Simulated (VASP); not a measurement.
# Ti2O in VASP: a series of runs

The runs below take Ti2O through single point, with r2SCAN.

Everything below comes from runs of VASP 6.6.1. Logs are shortened: lines on timing, memory, paths and dates and some standing lists are left out, and cuts for length are marked.

**1. The cell of the first run**

The typed cell holds 3 atoms: a = 2.944 Å, b = 2.921 Å, c = 4.708 Å, α = 88.48°, β = 91.82°, γ = 119.47°.

**2. Single point, r2SCAN (atoms moved at random and the cell strained at random)**

Input file POSCAR:

```
Ti2O
1.0
    2.9432780955      0.0201131738     -0.0466091727
   -1.4542205283      2.5333845928      0.0388784197
   -0.0752446324      0.0290314697      4.7072549871
Ti O
2 1
Direct
    0.6755482196      0.3348340732      0.2828520726
    0.3249469338      0.6615028209      0.7101950052
    0.0014606901     -0.0158981989     -0.0027680215
```

Input file INCAR.step1:

```
PREC = Accurate
ENCUT = 660
ISMEAR = 0
SIGMA = 0.1
LREAL = False
LASPH = True
NELM = 120
NBANDS = 22
GGA = PE
ALGO = Normal
EDIFF = 1E-5
LWAVE = True
LCHARG = False
GGA_COMPAT = False
```

Input file INCAR.step2:

```
PREC = Accurate
ENCUT = 660
EDIFF = 1E-6
ISMEAR = 0
SIGMA = 0.1
LREAL = False
LASPH = True
NELM = 120
ALGO = Normal
ISIF = 2
LWAVE = False
LCHARG = False
METAGGA = R2SCAN
LMIXTAU = True
NBANDS = 22
ISTART = 1
GGA_COMPAT = False
```

Input file KPOINTS:

```
regular mesh
0
Gamma
  12 12 6
```

Potentials or basis: VASP PAW PBE potentials, release 64 (Ti_sv, O).

Launch:

```
> cat potpaw_PBE.64/Ti_sv/POTCAR potpaw_PBE.64/O/POTCAR > POTCAR
> cp INCAR.step1 INCAR
> mpirun -np 1 vasp_std > vasp.out
> cp INCAR.step2 INCAR
> mpirun -np 1 vasp_std > vasp.out
```

OUTCAR:

```text
PREC = Accurate
   ENCUT = 660
   EDIFF = 1E-6
   ISMEAR = 0
   LREAL = False
   LASPH = True
   NELM = 120
   ISIF = 2
   METAGGA = R2SCAN
   ISTART = 1

 ion  position               nearest neighbor table
   1  0.676  0.335  0.283-   3 2.12   3 2.17   3 2.21   2 2.58   2 2.63   2 2.69
   2  0.325  0.662  0.710-   3 2.16   3 2.17   3 2.18   1 2.58   1 2.63   1 2.69
   3  0.001  0.984  0.997-   1 2.12   2 2.16   1 2.17   2 2.17   2 2.18   1 2.21

  LATTYP: Found a triclinic cell.
 ALAT       =     2.9437158324
 B/A-ratio  =     0.9924033716
 C/A-ratio  =     1.5993207614
 COS(alpha) =     0.0266098687
 COS(beta)  =     0.0317690915
 COS(gamma) =     0.4920014989

  Lattice vectors:

 A1 = (   2.9432780955,   0.0201131738,  -0.0466091727)
 A2 = (   1.4542205283,  -2.5333845928,  -0.0388784197)
 A3 = (   0.0752446324,  -0.0290314697,  -4.7072549871)

Analysis of symmetry for initial positions (statically):
=====================================================================
 Subroutine PRICEL returns:
 Original cell was already a primitive cell.

 Routine SETGRP: Setting up the symmetry group for a
 triclinic supercell.

 Subroutine GETGRP returns: Found  1 space group operations
 (whereof  1 operations were pure point group operations)
 out of a pool of  2 trial point group operations.

The static configuration has the point symmetry C_1 .

Analysis of symmetry for dynamics (positions and initial velocities):
=====================================================================
 Subroutine PRICEL returns:
 Original cell was already a primitive cell.

 Routine SETGRP: Setting up the symmetry group for a
 triclinic supercell.

 Subroutine GETGRP returns: Found  1 space group operations
 (whereof  1 operations were pure point group operations)
 out of a pool of  2 trial point group operations.

The dynamic configuration has the point symmetry C_1 .

 Subroutine INISYM returns: Found  1 space group operations
 (whereof  1 operations are pure point group operations),
 and found     1 'primitive' translations

----------------------------------------------------------------------------------------

                                     Primitive cell

  volume of cell :      35.2268

  direct lattice vectors                    reciprocal lattice vectors
     2.943278096  0.020113174 -0.046609173     0.338496581  0.194240104  0.004212853
    -1.454220528  2.533384593  0.038878420    -0.002726075  0.393201910 -0.002468605
    -0.075244632  0.029031470  4.707254987     0.003374160 -0.001324275  0.212500138

  length of vectors
     2.943715832  2.921353517  4.707945847     0.390290791  0.393219109  0.212531050

  position of ions in fractional coordinates (direct lattice)
     0.675548220  0.334834073  0.282852073
     0.324946934  0.661502821  0.710195005
     0.001460690  0.984101801  0.997231978

  ion indices of the primitive-cell ions
   primitive index   ion index
                 1           1
                 2           2
                 3           3

----------------------------------------------------------------------------------------

 KPOINTS: regular mesh

Automatic generation of k-mesh.
 Grid dimensions read from file:
 generate k-points for:   12   12    6

 Generating k-lattice:

  Cartesian coordinates                     Fractional coordinates (reciprocal lattice)
     0.028208048  0.016186675  0.000351071     0.083333333  0.000000000  0.000000000
    -0.000227173  0.032766826 -0.000205717     0.000000000  0.083333333  0.000000000
     0.000562360 -0.000220712  0.035416690    -0.000000000  0.000000000  0.166666667

  Length of vectors
     0.032524233  0.032768259  0.035421842

  Shift w.r.t. Gamma in fractional coordinates (k-lattice)
     0.000000000  0.000000000  0.000000000

 Subroutine IBZKPT returns following result:
 ===========================================

 Found    436 irreducible k-points:

 Following reciprocal coordinates:
            Coordinates               Weight
  0.000000  0.000000  0.000000      1.000000
  0.083333  0.000000  0.000000      2.000000
  0.166667  0.000000  0.000000      2.000000
  0.250000  0.000000  0.000000      2.000000
  0.333333  0.000000  0.000000      2.000000
  0.416667  0.000000  0.000000      2.000000
[... 16 lines left out ...]
  0.250000  0.166667 -0.000000      2.000000
  0.333333  0.166667  0.000000      2.000000
 [... further k-points ...]
   k-points           NKPTS =    436   k-points in BZ     NKDIM =    436   number of bands    NBANDS=     22
   number of dos      NEDOS =    301   number of ions     NIONS =      3
   total plane-waves  NPLWV =  26880
   dimension x,y,z NGX =    28 NGY =   24 NGZ =   40
   dimension x,y,z NGXF=    56 NGYF=   48 NGZF=   80
   ions per type =               2   1
   NGX,Y,Z   is equivalent  to a cutoff of  15.81, 13.66, 14.12 a.u.
   NGXF,Y,Z  is equivalent  to a cutoff of  31.63, 27.32, 28.25 a.u.
 SYSTEM =  unknown system
   PREC   = accura    normal or accurate (medium, high low for compatibility)
   ISTART =      1    job   : 0-new  1-cont  2-samecut
   ICHARG =      0    charge: 1-file 2-atom 10-const
   ISPIN  =      1    spin polarized calculation?
   LNONCOLLINEAR =      F non collinear calculations
   LSORBIT =      F    spin-orbit coupling
   LASPH  =      T    aspherical Exc in radial PAW
   ENCUT  =  660.0 eV  48.51 Ry    6.96 a.u.   6.17  6.12  9.86*2*pi/ulx,y,z
   NELM   =    120;   NELMIN=  2; NELMDL=  0     # of ELM steps
   EDIFF  = 0.1E-05   stopping-criterion for ELM
   LREAL  =      F    real-space projection
[... 7 lines left out ...]
   TEBEG  =    0.0;   TEEND  =   0.0 temperature during run
   PSTRESS=    0.0 pullay stress
   NELECT =      30.0000    total number of electrons
   NUPDOWN=      -1.0000    fix difference up-down
   EMIN   =  10.00;   EMAX   =-10.00  energy-range for DOS
   EFERMI =   0.00;   METHOD = LEGACY
   ISMEAR =     0;   SIGMA  =   0.10  broadening in eV -4-tet -1-fermi 0-gaus
   EFERMI_NEDOS =   21; number of points for ismear=-14 and -15
   IALGO  =     38    algorithm
   IMIX   =      4    mixing-type and parameters
     AMIX     =   0.40;   BMIX     =  1.00
     AMIX_MAG =   1.60;   BMIX_MAG =  1.00
  volume/ion in A,a.u.               =      11.74        79.24
  Fermi-wavevector in a.u.,A,eV,Ry     =   1.551758  2.932398 32.762204  2.407954
  Thomas-Fermi vector in A             =   2.656232
   LORBIT       =      0    0 simple, 1 ext, 2 COOP (PROOUT), +10 PAW based schemes
   METAGGA = R2SCAN    functional components
   LHFCALC =     F    Hartree Fock is set to
   AEXX    =    0.0000 exact exchange contribution
   IVDW    =     0    specifies the selected vdW correction
   LEPSILON=     F    determine dielectric tensor
   LRPA    =     F    only Hartree local field effects (RPA)
 non-spin polarized calculation
 Gauss-broadening in eV      SIGMA  =   0.10
  energy-cutoff  :      660.00
  volume of cell :       35.23
 maximum number of plane-waves:      1370
 NGX is ok and might be reduce to    28
   NGX = 13   NGY = 13   NGZ = 19

 number of electron      30.0000000 magnetization

 Free energy of the ion-electron system (eV)
  ---------------------------------------------------
  ext. energy  EPLUGINS =         0.00000000
  ---------------------------------------------------
  free energy    TOTEN  =       -37.65088481 eV

  energy without entropy =      -37.64768138  energy(sigma->0) =      -37.64928310

 E-fermi :  10.4796     XC(G=0): -13.2950

 val. band max:       10.4740262988   @ k =  -0.4167   0.4167   0.5000
 cond. band min:      10.4821364006   @ k =   0.0833  -0.0833   0.3333
 fundamental gap:      0.0081101018
 Fermi energy:        10.4795657847

 k-point     1 :       0.0000    0.0000    0.0000
  band No.  band energies     occupation
      1     -49.2186      2.00000
      2     -49.0003      2.00000
      3     -24.9298      2.00000
      4     -24.1611      2.00000
      5     -24.1092      2.00000
      6     -23.9992      2.00000
[... 14 lines left out ...]
     21      12.1685      0.00000
     22      14.5572      0.00000

 k-point     2 :       0.0833    0.0000    0.0000
  band No.  band energies     occupation
      1     -49.2101      2.00000
      2     -48.9989      2.00000
      3     -24.9088      2.00000
      4     -24.2101      2.00000
      5     -24.1245      2.00000
      6     -24.0183      2.00000
[... 14 lines left out ...]
     21      12.3426      0.00000
     22      14.3139      0.00000

 k-point     3 :       0.1667    0.0000    0.0000
  band No.  band energies     occupation
      1     -49.1862      2.00000
      2     -48.9956      2.00000
      3     -24.8508      2.00000
      4     -24.3266      2.00000
      5     -24.1609      2.00000
      6     -24.1141      2.00000
[... 14 lines left out ...]
     21      12.7224      0.00000
     22      13.8448      0.00000

 k-point     4 :       0.2500    0.0000    0.0000
  band No.  band energies     occupation
      1     -49.1512      2.00000
      2     -48.9932      2.00000
      3     -24.7717      2.00000
      4     -24.4709      2.00000
      5     -24.2343      2.00000
      6     -24.2052      2.00000
[... 14 lines left out ...]
     21      13.1309      0.00000
     22      13.8100      0.00000

 k-point     5 :       0.3333    0.0000    0.0000
  band No.  band energies     occupation
      1     -49.1117      2.00000
      2     -48.9953      2.00000
      3     -24.7093      2.00000
      4     -24.6043      2.00000
      5     -24.3165      2.00000
      6     -24.2467      2.00000
[... 14 lines left out ...]
     21      13.4495      0.00000
     22      14.1174      0.00000

 k-point     6 :       0.4167    0.0000    0.0000
  band No.  band energies     occupation
      1     -49.0757      2.00000
      2     -49.0038      2.00000
      3     -24.7354      2.00000
      4     -24.6584      2.00000
      5     -24.3137      2.00000
      6     -24.2720      2.00000
[... 14 lines left out ...]
     21      13.6314      0.00000
     22      13.9099      0.00000

 k-point     7 :       0.5000    0.0000    0.0000
  band No.  band energies     occupation
      1     -49.0576      2.00000
      2     -49.0118      2.00000
      3     -24.7669      2.00000
      4     -24.6672      2.00000
      5     -24.2972      2.00000
      6     -24.2504      2.00000
[... 324 lines left out ...]
      6     -24.1193      2.00000
[... 14 lines left out ...]
     21      12.6541      0.00000
     22      13.8918      0.00000

 k-point    21 :       0.0833    0.1667    0.0000
  band No.  band energies     occupation
      1     -49.1643      2.00000
      2     -48.9924      2.00000
      3     -24.8012      2.00000
      4     -24.3953      2.00000
      5     -24.2598      2.00000
      6     -24.1357      2.00000
[... 14 lines left out ...]
     21      12.9183      0.00000
     22      13.7812      0.00000

 k-point    22 :       0.1667    0.1667    0.0000
  band No.  band energies     occupation
      1     -49.1322      2.00000
      2     -48.9922      2.00000
      3     -24.7356      2.00000
      4     -24.4816      2.00000
      5     -24.3736      2.00000
      6     -24.1610      2.00000
[... 14 lines left out ...]
     21      13.4491      0.00000
     22      13.9094      0.00000

 k-point    23 :       0.2500    0.1667   -0.0000
  band No.  band energies     occupation
      1     -49.0956      2.00000
      2     -48.9962      2.00000
      3     -24.6937      2.00000
      4     -24.5676      2.00000
      5     -24.4287      2.00000
      6     -24.2087      2.00000
[... 14 lines left out ...]
     21      13.8077      0.00000
     22      14.3176      0.00000

 k-point    24 :       0.3333    0.1667    0.0000
  band No.  band energies     occupation
      1     -49.0613      2.00000
      2     -49.0064      2.00000
      3     -24.7108      2.00000
      4     -24.6159      2.00000
      5     -24.4170      2.00000
      6     -24.2430      2.00000
[... 14 lines left out ...]
     21      13.8818      0.00000
     22      14.4484      0.00000

 [... further k-points ...]

------------------------ aborting loop because EDIFF is reached ----------------------------------------

  FORCE on cell =-STRESS in cart. coord.  units (eV):
  Direction    XX          YY          ZZ          XY          YZ          ZX
  --------------------------------------------------------------------------------------
  -------------------------------------------------------------------------------------
  Total        0.5232307      0.8045826      3.7337611      0.0299863     -0.3451607      0.8442055
  in kB       23.7974450     36.5938223    169.8179752      1.3638272    -15.6985131     38.3959397
  external PRESSURE =      76.7364142 kB  Pullay stress =       0.0000000 kB

 VOLUME and BASIS-vectors are now :
 -----------------------------------------------------------------------------
  energy-cutoff  :      660.00
  volume of cell :       35.23
      direct lattice vectors                 reciprocal lattice vectors
     2.943278096  0.020113174 -0.046609173     0.338496581  0.194240104  0.004212853
    -1.454220528  2.533384593  0.038878420    -0.002726075  0.393201910 -0.002468605
    -0.075244632  0.029031470  4.707254987     0.003374160 -0.001324275  0.212500138

 POSITION                                       TOTAL-FORCE (eV/Angst)
 -----------------------------------------------------------------------------------
      1.48012      0.87006      1.31299        -0.061547     -0.210722     -1.955161
     -0.05900      1.70299      3.35364         0.227637     -0.058522      2.024296
     -1.50184      2.52209      4.73242        -0.166090      0.269244     -0.069135
 -----------------------------------------------------------------------------------
    total drift:                                0.000628      0.000088     -0.001262

  FREE ENERGIE OF THE ION-ELECTRON SYSTEM (eV)
  ---------------------------------------------------
  free  energy   TOTEN  =       -37.6508848140 eV

  energy  without entropy=      -37.6476813766  energy(sigma->0) =      -37.64928310
```

Run time: 21 min. Hardware: 1 thread of Intel Xeon Platinum 8375C at 2.90GHz (Ice Lake), shared host; peak memory 0.5 GiB.

What came out:

```yaml
Free_energy: -37.6509 eV
Pressure: 7.7 GPa
Largest_force: 2.038 eV/Å
Band_gap_on_the_k_mesh: zero (bands 15 and 16 overlap by 0.72 eV)
```

Forces on the atoms (eV/Å):
```
Ti  -0.062 -0.211 -1.955
Ti   0.228 -0.059  2.024
O   -0.166  0.269 -0.069
```

Stress tensor (GPa, compression positive):
```
 2.38  0.14  3.84
 0.14  3.66 -1.57
 3.84 -1.57 16.98
```

Levels at points of the mesh, in eV from the Fermi level:
```
           k point  band 12  band 13  band 14  band 15  band 16  band 17  band 18  band 19
(0.00, 0.00, 0.00)    -5.88    -4.18    -0.88     0.17     0.32     0.59     0.67     0.82
(0.50, 0.00, 0.00)    -6.45    -3.01    -1.66    -0.92     1.15     1.56     2.88     2.99
(0.00, 0.50, 0.00)    -6.49    -3.06    -1.72    -0.84     1.13     1.58     2.93     3.02
(0.50, 0.50, 0.00)    -6.63    -3.06    -1.84    -0.61     1.35     1.59     2.93     3.09
(0.00, 0.00, 0.50)    -5.98    -2.39    -1.92    -0.08     0.09     1.37     1.77     1.84
(0.50, 0.00, 0.50)    -6.35    -1.83    -1.71    -1.05    -0.42     0.71     2.96     3.02
(0.00, 0.50, 0.50)    -6.39    -1.86    -1.76    -1.09    -0.31     0.63     2.96     3.02
(0.50, 0.50, 0.50)    -6.50    -1.89    -1.77    -1.02    -0.19     0.49     2.94     3.09
```

Caveat: the cell differs from its parent crystal (atoms moved at random and the cell strained at random); the stress differs along the axes, from 2 to 17 GPa; the PAW data sets were made with another functional, which shifts forces and pressure a little.

(Part 1 of 2 ends here.)

The gap in the log of VASP goes by the Fermi energy; the results here count the filled bands.